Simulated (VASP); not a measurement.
# Be3TeO2 (P6/mmm) in VASP: a series of runs

Runs on Be3TeO2. Level: PBE. Tasks: single point.

All numbers are computed with VASP 6.6.1; they aren't measurements. Logs are shortened: lines on timing, memory, paths and dates and some standing lists are left out, and cuts for length are marked.

### Step 1. The cell of the first run

The structure is hexagonal, space group P6/mmm (No. 191). Conventional cell: a = 4.769 Å, b = 4.769 Å, c = 4.022 Å, α = 90.00°, β = 90.00°, γ = 120.00°. Be (site symmetry mmm) has 2 O at 1.38 Å within 1.8 Å. Within 3.1 Å of Te (site symmetry 6/mmm) lie 6 Be at 2.38 Å and 6 O at 2.75 Å. Within 1.8 Å of O (site symmetry -6m2) lie 3 Be at 1.38 Å.

The cell was built from a structure type or drawn by symmetry, and may not be a known phase.

### Step 2. Single point, PBE

INCAR reads:

```
SYSTEM = Be3TeO2
PREC = Accurate
ENCUT = 520
EDIFF = 1E-7
ISMEAR = 0
SIGMA = 0.1
LREAL = .False.
LASPH = .True.
NELM = 80
ALGO = Normal
ISIF = 2
LWAVE = .False.
LCHARG = .False.
GGA = PE
NBANDS = 21
```

KPOINTS reads:

```
Automatic mesh
0
Gamma
  6 6 4
  0 0 0
```

POSCAR reads:

```
Be3TeO2
1.0
    4.7686818600      0.0000000000      0.0000000000
   -2.3843409300      4.1297996300      0.0000000000
    0.0000000000      0.0000000000      4.0219355100
Be Te O
3 1 2
Direct
    0.5000000000      0.0000000000      0.5000000000
    0.0000000000      0.5000000000      0.5000000000
    0.5000000000      0.5000000000      0.5000000000
    0.0000000000      0.0000000000      0.5000000000
    0.3333333300      0.6666666700      0.5000000000
    0.6666666700      0.3333333300      0.5000000000
```

Potentials or basis: VASP PAW PBE potentials, release 64 (Be, Te, O).

The run is started by

```bash
> cat potpaw_PBE.64/Be/POTCAR potpaw_PBE.64/Te/POTCAR potpaw_PBE.64/O/POTCAR > POTCAR
> mpirun -np 1 vasp_std > vasp.out
```

OUTCAR:

```text
SYSTEM = Be3TeO2
   PREC = Accurate
   ENCUT = 520
   EDIFF = 1E-7
   ISMEAR = 0
   LREAL = .False.
   LASPH = .True.
   NELM = 80
   ISIF = 2
   GGA = PE

 ion  position               nearest neighbor table
   1  0.500  0.000  0.500-   5 1.38   6 1.38   2 2.38   3 2.38   3 2.38   2 2.38   4 2.38   4 2.38

   2  0.000  0.500  0.500-   5 1.38   6 1.38   1 2.38   4 2.38   4 2.38   1 2.38   3 2.38   3 2.38

   3  0.500  0.500  0.500-   5 1.38   6 1.38   1 2.38   4 2.38   1 2.38   4 2.38   2 2.38   2 2.38

   4  0.000  0.000  0.500-   2 2.38   3 2.38   2 2.38   3 2.38   1 2.38   1 2.38   6 2.75   5 2.75
                             5 2.75   6 2.75   5 2.75   6 2.75
   5  0.333  0.667  0.500-   1 1.38   2 1.38   3 1.38   4 2.75   4 2.75   4 2.75
   6  0.667  0.333  0.500-   1 1.38   2 1.38   3 1.38   4 2.75   4 2.75   4 2.75

  LATTYP: Found a hexagonal cell.
 ALAT       =     4.7686818600
 C/A-ratio  =     0.8434061294

  Lattice vectors:

 A1 = (   4.7686818600,   0.0000000000,   0.0000000000)
 A2 = (  -2.3843409300,   4.1297996300,   0.0000000000)
 A3 = (   0.0000000000,   0.0000000000,   4.0219355100)

Analysis of symmetry for initial positions (statically):
=====================================================================
 Subroutine PRICEL returns:
 Original cell was already a primitive cell.

 Routine SETGRP: Setting up the symmetry group for a
 hexagonal supercell.

 Subroutine GETGRP returns: Found 24 space group operations
 (whereof 24 operations were pure point group operations)
 out of a pool of 24 trial point group operations.

The static configuration has the point symmetry D_6h.

Analysis of symmetry for dynamics (positions and initial velocities):
=====================================================================
 Subroutine PRICEL returns:
 Original cell was already a primitive cell.

 Routine SETGRP: Setting up the symmetry group for a
 hexagonal supercell.

 Subroutine GETGRP returns: Found 24 space group operations
 (whereof 24 operations were pure point group operations)
 out of a pool of 24 trial point group operations.

The dynamic configuration has the point symmetry D_6h.

 Subroutine INISYM returns: Found 24 space group operations
 (whereof 24 operations are pure point group operations),
 and found     1 'primitive' translations

----------------------------------------------------------------------------------------

                                     Primitive cell

  volume of cell :      79.2068

  direct lattice vectors                    reciprocal lattice vectors
     4.768681860  0.000000000  0.000000000     0.209701555  0.121071249  0.000000000
    -2.384340930  4.129799630  0.000000000     0.000000000  0.242142498  0.000000000
     0.000000000  0.000000000  4.021935510     0.000000000  0.000000000  0.248636508

  length of vectors
     4.768681860  4.768681857  4.021935510     0.242142498  0.242142498  0.248636508

  position of ions in fractional coordinates (direct lattice)
     0.500000000  0.000000000  0.500000000
     0.000000000  0.500000000  0.500000000
     0.500000000  0.500000000  0.500000000
     0.000000000  0.000000000  0.500000000
     0.333333330  0.666666670  0.500000000
     0.666666670  0.333333330  0.500000000

  ion indices of the primitive-cell ions
   primitive index   ion index
                 1           1
                 2           2
                 3           3
                 4           4
                 5           5
                 6           6

----------------------------------------------------------------------------------------

 KPOINTS: Automatic mesh

Automatic generation of k-mesh.
 Grid dimensions read from file:
 generate k-points for:    6    6    4

 Generating k-lattice:

  Cartesian coordinates                     Fractional coordinates (reciprocal lattice)
     0.034950259  0.020178542  0.000000000     0.166666667  0.000000000  0.000000000
     0.000000000  0.040357083  0.000000000     0.000000000  0.166666667  0.000000000
     0.000000000  0.000000000  0.062159127     0.000000000  0.000000000  0.250000000

  Length of vectors
     0.040357083  0.040357083  0.062159127

  Shift w.r.t. Gamma in fractional coordinates (k-lattice)
     0.000000000  0.000000000  0.000000000

 Subroutine IBZKPT returns following result:
 ===========================================

 Found     21 irreducible k-points:

 Following reciprocal coordinates:
            Coordinates               Weight
  0.000000  0.000000  0.000000      1.000000
  0.166667  0.000000  0.000000      6.000000
  0.333333  0.000000  0.000000      6.000000
  0.500000  0.000000  0.000000      3.000000
  0.166667  0.166667  0.000000      6.000000
  0.333333  0.166667  0.000000     12.000000
[... 13 lines left out ...]
  0.333333  0.166667  0.500000     12.000000
  0.333333  0.333333  0.500000      2.000000
   k-points           NKPTS =     21   k-points in BZ     NKDIM =     21   number of bands    NBANDS=     21
   number of dos      NEDOS =    301   number of ions     NIONS =      6
   total plane-waves  NPLWV =  38880
   dimension x,y,z NGX =    36 NGY =   36 NGZ =   30
   dimension x,y,z NGXF=    72 NGYF=   72 NGZF=   60
   ions per type =               3   1   2
   NGX,Y,Z   is equivalent  to a cutoff of  12.55, 12.55, 12.40 a.u.
   NGXF,Y,Z  is equivalent  to a cutoff of  25.10, 25.10, 24.80 a.u.
 SYSTEM =  Be3TeO2
   PREC   = accura    normal or accurate (medium, high low for compatibility)
   ISTART =      0    job   : 0-new  1-cont  2-samecut
   ICHARG =      2    charge: 1-file 2-atom 10-const
   ISPIN  =      1    spin polarized calculation?
   LNONCOLLINEAR =      F non collinear calculations
   LSORBIT =      F    spin-orbit coupling
   LASPH  =      T    aspherical Exc in radial PAW
   ENCUT  =  520.0 eV  38.22 Ry    6.18 a.u.   8.87  8.87  7.48*2*pi/ulx,y,z
   NELM   =     80;   NELMIN=  2; NELMDL= -5     # of ELM steps
   EDIFF  = 0.1E-06   stopping-criterion for ELM
   LREAL  =      F    real-space projection
   EDIFFG = 0.1E-05   stopping-criterion for IOM
   NSW    =      0    number of steps for IOM
   IBRION =     -1    ionic relax: 0-MD 1-quasi-New 2-CG
   NFREE  =      0    steps in history (QN), initial steepest desc. (CG)
   ISIF   =      2    stress and relaxation
   ISYM   =      2    0-nonsym 1-usesym 2-fastsym
   POTIM  = 0.5000    time-step for ionic-motion
   TEBEG  =    0.0;   TEEND  =   0.0 temperature during run
   PSTRESS=    0.0 pullay stress
   NELECT =      24.0000    total number of electrons
   NUPDOWN=      -1.0000    fix difference up-down
   EMIN   =  10.00;   EMAX   =-10.00  energy-range for DOS
   EFERMI =   0.00;   METHOD = LEGACY
   ISMEAR =     0;   SIGMA  =   0.10  broadening in eV -4-tet -1-fermi 0-gaus
   EFERMI_NEDOS =   21; number of points for ismear=-14 and -15
   IALGO  =     38    algorithm
   IMIX   =      4    mixing-type and parameters
     AMIX     =   0.40;   BMIX     =  1.00
     AMIX_MAG =   1.60;   BMIX_MAG =  1.00
  volume/ion in A,a.u.               =      13.20        89.09
  Fermi-wavevector in a.u.,A,eV,Ry     =   1.099574  2.077893 16.450298  1.209063
  Thomas-Fermi vector in A             =   2.235971
   LORBIT       =      0    0 simple, 1 ext, 2 COOP (PROOUT), +10 PAW based schemes
   GGA     = PE    functional components
   LHFCALC =     F    Hartree Fock is set to
   AEXX    =    0.0000 exact exchange contribution
   IVDW    =     0    specifies the selected vdW correction
   LEPSILON=     F    determine dielectric tensor
   LRPA    =     F    only Hartree local field effects (RPA)
 non-spin polarized calculation
 Gauss-broadening in eV      SIGMA  =   0.10
  energy-cutoff  :      520.00
  volume of cell :       79.21
 maximum number of plane-waves:      2181
 NGX is ok and might be reduce to    36
   NGX = 17   NGY = 17   NGZ = 15

 number of electron      23.9999987 magnetization

 Free energy of the ion-electron system (eV)
  ---------------------------------------------------
  ext. energy  EPLUGINS =         0.00000000
  ---------------------------------------------------
  free energy    TOTEN  =       -28.55775087 eV

  energy without entropy =      -28.55775087  energy(sigma->0) =      -28.55775087

 E-fermi :   6.0542     XC(G=0):  -8.9590

 val. band max:        5.5624302684   @ k =   0.0000   0.0000   0.0000
 cond. band min:       7.1792271845   @ k =   0.0000   0.0000   0.0000
 fundamental gap:      1.6167969160
 Fermi energy:         6.0541645423

 k-point     1 :       0.0000    0.0000    0.0000
  band No.  band energies     occupation
      1     -16.9569      2.00000
      2     -16.6270      2.00000
      3      -5.6041      2.00000
      4      -4.3807      2.00000
      5      -4.3807      2.00000
      6      -2.7258      2.00000
[... 13 lines left out ...]
     20      14.2622      0.00000
     21      14.2622      0.00000

 k-point     2 :       0.1667    0.0000    0.0000
  band No.  band energies     occupation
      1     -16.9305      2.00000
      2     -16.6361      2.00000
      3      -6.3297      2.00000
      4      -4.3318      2.00000
      5      -3.3962      2.00000
      6      -2.8491      2.00000
[... 13 lines left out ...]
     20      14.1874      0.00000
     21      14.9131      0.00000

 k-point     3 :       0.3333    0.0000    0.0000
  band No.  band energies     occupation
      1     -16.8657      2.00000
      2     -16.6667      2.00000
      3      -7.0425      2.00000
      4      -4.2122      2.00000
      5      -3.1039      2.00000
      6      -3.0481      2.00000
[... 13 lines left out ...]
     20      13.2975      0.00000
     21      13.5237      0.00000
[... 385 lines left out ...]
 k-point    20 :       0.3333    0.1667    0.5000
  band No.  band energies     occupation
      1     -16.8010      2.00000
      2     -16.6779      2.00000
      3      -7.0517      2.00000
      4      -4.0046      2.00000
      5      -3.3764      2.00000
      6      -2.9816      2.00000
[... 13 lines left out ...]
     20      15.3019      0.00000
     21      16.5353      0.00000

 k-point    21 :       0.3333    0.3333    0.5000
  band No.  band energies     occupation
      1     -16.7358      2.00000
      2     -16.7358      2.00000
      3      -7.1598      2.00000
      4      -3.7395      2.00000
      5      -3.7395      2.00000
      6      -2.9710      2.00000
[... 13 lines left out ...]
     20      15.3748      0.00000
     21      16.2209      0.00000

------------------------ aborting loop because EDIFF is reached ----------------------------------------

  FORCE on cell =-STRESS in cart. coord.  units (eV):
  Direction    XX          YY          ZZ          XY          YZ          ZX
  --------------------------------------------------------------------------------------
  -------------------------------------------------------------------------------------
  Total       38.6422099     38.6422098      1.8524023      0.0000000      0.0000000     -0.0000000
  in kB      781.6459895    781.6459882     37.4699796      0.0000000      0.0000000     -0.0000000
  external PRESSURE =     533.5873191 kB  Pullay stress =       0.0000000 kB

 VOLUME and BASIS-vectors are now :
 -----------------------------------------------------------------------------
  energy-cutoff  :      520.00
  volume of cell :       79.21
      direct lattice vectors                 reciprocal lattice vectors
     4.768681860  0.000000000  0.000000000     0.209701555  0.121071249  0.000000000
    -2.384340930  4.129799630  0.000000000     0.000000000  0.242142498  0.000000000
     0.000000000  0.000000000  4.021935510     0.000000000  0.000000000  0.248636508

 POSITION                                       TOTAL-FORCE (eV/Angst)
 -----------------------------------------------------------------------------------
      2.38434      0.00000      2.01097         0.000000      0.000000     -0.000000
     -1.19217      2.06490      2.01097         0.000000      0.000000     -0.000000
      1.19217      2.06490      2.01097         0.000000      0.000000     -0.000000
      0.00000      0.00000      2.01097         0.000000      0.000000     -0.000000
     -0.00000      2.75320      2.01097        -0.000000      0.000000     -0.000000
      2.38434      1.37660      2.01097         0.000000     -0.000000      0.000000
 -----------------------------------------------------------------------------------
    total drift:                                0.000000      0.000000      0.000000

  FREE ENERGIE OF THE ION-ELECTRON SYSTEM (eV)
  ---------------------------------------------------
  free  energy   TOTEN  =       -28.5577508746 eV

  energy  without entropy=      -28.5577508746  energy(sigma->0) =      -28.55775087
```

Run time: 34 s. Hardware: 1 thread of Intel Xeon Platinum 8488C (Sapphire Rapids), shared host; peak memory 0.2 GiB.

What came out:

| Property | Result |
| --- | --- |
| Free energy | -28.5578 eV |
| Pressure | 53.4 GPa |
| Band gap on the k mesh | 1.62 eV |

Caveat: the cell stands under pressure; spin-orbit coupling is left out, which moves the levels of the heavy elements; this functional lacks dispersion, which binds the layers, so the pressure and a relaxed spacing across them are unreliable. A k mesh can miss the band edges.

### Step 3. Single point, PBE

This run uses another cell than the first one, of 21.05 Å³/atom.

INCAR reads:

```
SYSTEM = Be3TeO2
  ALGO = Normal
  EDIFF = 1E-6
  ENCUT = 520
  GGA = PE
  ISIF = 2
  ISMEAR = 0
  LASPH = .True.
  LCHARG = .True.
  LELF = .True.
  LREAL = .False.
  LVHAR = .True.
  LWAVE = .False.
  NBANDS = 21
  NELM = 60
  PREC = Accurate
  SIGMA = 0.1
```

KPOINTS reads:

```
k-points
0
Gamma
  6 6 4
  0 0 0
```

POSCAR reads:

```
Be3TeO2
1.0
    5.4043399623      0.0000000000      0.0000000000
   -2.7021699811      4.6802956980      0.0000000000
    0.0000000000      0.0000000000      4.9942586238
Be Te O
3 1 2
Direct
    0.5000000000      0.0000000000      0.5000000000
    0.0000000000      0.5000000000      0.5000000000
    0.5000000000      0.5000000000      0.5000000000
    0.0000000000      0.0000000000      0.5000000000
    0.3333333333      0.6666666667      0.5000000000
    0.6666666667      0.3333333333      0.5000000000
```

Potentials or basis: VASP PAW PBE potentials, release 64 (Be, Te, O).

The run is started by

```bash
> cat potpaw_PBE.64/Be/POTCAR potpaw_PBE.64/Te/POTCAR potpaw_PBE.64/O/POTCAR > POTCAR
> mpirun -np 1 vasp_std > vasp.out
```

It took 60 s on 1 thread of Intel Xeon Platinum 8488C (Sapphire Rapids), shared host; peak memory 0.26 GiB.

Results (log left out):

```yaml
Free_energy: -33.1161 eV
Pressure: 0.1 GPa
Band_gap_on_the_k_mesh: 2.16 eV
```

Stress tensor (GPa, compression positive):
```
0.00 0.00 0.00
0.00 0.00 0.00
0.00 0.00 0.27
```

Levels at points of the mesh, in eV from the valence-band top:
| k point | band 10 | band 11 | band 12 | band 13 | band 14 | band 15 |
| --- | --- | --- | --- | --- | --- | --- |
| (0.00, 0.00, 0.00) | -1.72 | -1.72 | 0.00 | 2.16 | 4.95 | 4.95 |
| (0.50, 0.00, 0.00) | -1.98 | -0.97 | -0.29 | 3.07 | 4.39 | 4.65 |
| (0.00, 0.00, 0.50) | -1.66 | -1.66 | -0.79 | 3.99 | 4.25 | 4.25 |
| (0.50, 0.00, 0.50) | -1.84 | -1.07 | -0.91 | 3.41 | 3.47 | 3.73 |

Caveat: spin-orbit coupling is left out, which moves the levels of the heavy elements; this functional lacks dispersion, which binds the layers, so the pressure and a relaxed spacing across them are unreliable.

### Step 4. Single point, PBE

This run uses another cell than the first one.

INCAR reads:

```
SYSTEM = Be3TeO2
PREC = Accurate ; ENCUT = 520
EDIFF = 1E-6 ; ISMEAR = 0
SIGMA = 0.02 ; LREAL = .False.
LASPH = .True. ; NELM = 80
ALGO = Normal ; ISIF = 2
LWAVE = .False. ; LCHARG = .False.
GGA = PE ; NBANDS = 21
```

KPOINTS reads:

```
regular mesh
0
Gamma
  6 6 4
  0 0 0
```

Changes to POSCAR since step 3:

```diff
@@ -2,5 +2,5 @@
 1.0
-    5.4043399623      0.0000000000      0.0000000000
-   -2.7021699811      4.6802956980      0.0000000000
-    0.0000000000      0.0000000000      4.9942586238
+    5.4042833578      0.0000000000      0.0000000000
+   -2.7021416789      4.6802466771      0.0000000000
+    0.0000000000      0.0000000000      5.7635471498
 Be Te O
```

The run is started by

```bash
> cat potpaw_PBE.64/Be/POTCAR potpaw_PBE.64/Te/POTCAR potpaw_PBE.64/O/POTCAR > POTCAR
> mpirun -np 1 vasp_std > vasp.out
```

Wall time 71 s (1 thread of Intel Xeon Platinum 8488C (Sapphire Rapids), shared host); peak memory 0.28 GiB.

The run converged. Its results:

| Property | Result |
| --- | --- |
| Free energy | -33.1345 eV |
| Pressure | 0.0 GPa |
| Band gap on the k mesh | 2.55 eV |

Levels at points of the mesh, in eV from the valence-band top:
```csv
k point,band 9,band 10,band 11,band 12,band 13,band 14,band 15,band 16
"(0.00, 0.00, 0.00)",-3.61,-1.43,-1.43,0.00,2.55,5.02,5.02,5.66
"(0.50, 0.00, 0.00)",-4.10,-1.66,-0.68,-0.30,3.48,4.40,4.91,4.92
"(0.00, 0.00, 0.50)",-3.62,-1.41,-1.41,-0.34,3.87,4.73,4.73,4.95
"(0.50, 0.00, 0.50)",-4.13,-1.61,-0.66,-0.60,3.84,3.87,3.98,5.12
```

Caveat: spin-orbit coupling is left out, which moves the levels of the heavy elements. A k mesh can miss the band edges.

### Step 5. Single point, PBE

This run uses another cell than the first one.

INCAR reads:

```
PREC = Accurate
ENCUT = 520
EDIFF = 1E-7
ISMEAR = 0
SIGMA = 0.02
LREAL = F
LASPH = T
NELM = 100
ALGO = Normal
ISIF = 2
LWAVE = F
LCHARG = F
GGA = PE
NBANDS = 21
```

KPOINTS reads:

```
Automatic mesh
0
Gamma
  6 6 6
```

POSCAR is that of step 4.

The run is started by

```bash
> cat potpaw_PBE.64/Be/POTCAR potpaw_PBE.64/Te/POTCAR potpaw_PBE.64/O/POTCAR > POTCAR
> mpirun -np 1 vasp_std > vasp.out
```

It took 87 s on 1 thread of Intel Xeon Platinum 8488C (Sapphire Rapids), shared host; peak memory 0.3 GiB.

The run converged. Its results:

| Item | Value |
| --- | --- |
| Free energy | -33.1345 eV |
| Pressure | 0.0 GPa |
| Band gap on the k mesh | 2.55 eV |

Levels at points of the mesh, in eV from the valence-band top:
| k point | band 8 | band 9 | band 10 | band 11 | band 12 | band 13 | band 14 | band 15 | band 16 | band 17 |
| --- | --- | --- | --- | --- | --- | --- | --- | --- | --- | --- |
| (0.00, 0.00, 0.00) | -4.99 | -3.61 | -1.43 | -1.43 | 0.00 | 2.55 | 5.02 | 5.02 | 5.66 | 6.26 |
| (0.50, 0.00, 0.00) | -4.50 | -4.10 | -1.66 | -0.68 | -0.30 | 3.48 | 4.40 | 4.91 | 4.92 | 5.10 |
| (0.00, 0.00, 0.50) | -5.05 | -3.62 | -1.41 | -1.41 | -0.34 | 3.87 | 4.73 | 4.73 | 4.96 | 6.56 |
| (0.50, 0.00, 0.50) | -4.54 | -4.13 | -1.61 | -0.66 | -0.60 | 3.84 | 3.87 | 3.98 | 5.12 | 5.38 |

Caveat: spin-orbit coupling is left out, which moves the levels of the heavy elements. A k mesh can miss the band edges.

### Step 6. Summary

```csv
cell,k mesh,smearing,gap on the mesh (eV),pressure (GPa)
"a = 4.769, b = 4.769, c = 4.022 Å, angles 90.0, 90.0, 120.0°, 6 atoms",6 × 6 × 4,gaussian 0.1 eV,1.62,53.4
"a = 5.404, b = 5.404, c = 4.994 Å, angles 90.0, 90.0, 120.0°, 6 atoms",6 × 6 × 4,gaussian 0.1 eV,2.16,0.1
"a = 5.404, b = 5.404, c = 5.764 Å, angles 90.0, 90.0, 120.0°, 6 atoms",6 × 6 × 4,gaussian 0.02 eV,2.55,0.0
"a = 5.404, b = 5.404, c = 5.764 Å, angles 90.0, 90.0, 120.0°, 6 atoms",6 × 6 × 6,gaussian 0.02 eV,2.55,0.0
```

Alike in all rows: task single point; level PBE; potentials or basis VASP PAW PBE potentials, release 64 (Be, Te, O); no spin polarisation; cutoff (eV) 520.

Caveats: spin-orbit coupling is left out, which moves the levels of the heavy elements; this functional lacks dispersion, which binds the layers, so the pressure and a relaxed spacing across them are unreliable (at least some runs); the cell stands under pressure (at least some runs).

Absolute energies hang on the potentials; compare differences alone.
